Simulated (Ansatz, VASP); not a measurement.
**One calculation of GaN, two programs**

```
Ga N
1.0
     0.00000    1.99250    1.99250
     1.99250    0.00000    1.99250
     1.99250    1.99250    0.00000
Ga N
1 1
Direct
  0.50000 0.50000 0.50000
  0.00000 0.00000 0.00000
```

Alike in both runs: task single point; functional PBE; k mesh 8 × 8 × 8; occupations gaussian, width 0.1 eV; no spin polarisation.

|  | VASP | Ansatz |
| --- | --- | --- |
| version | VASP 6.6.1 | Ansatz 0.2.0 |
| potentials or method | VASP PAW PBE potentials, release 64 (Ga_d, N), cutoff 600 eV | scalar-relativistic, plane waves, PAW |
| valence electrons in the cell | 18 | 18 |

```csv
,VASP,Ansatz,Ansatz less VASP
gap on the k mesh at the Fermi level (eV),1.81,1.83,+0.013
least direct gap on the mesh (eV),5.21,5.19,-0.021
```
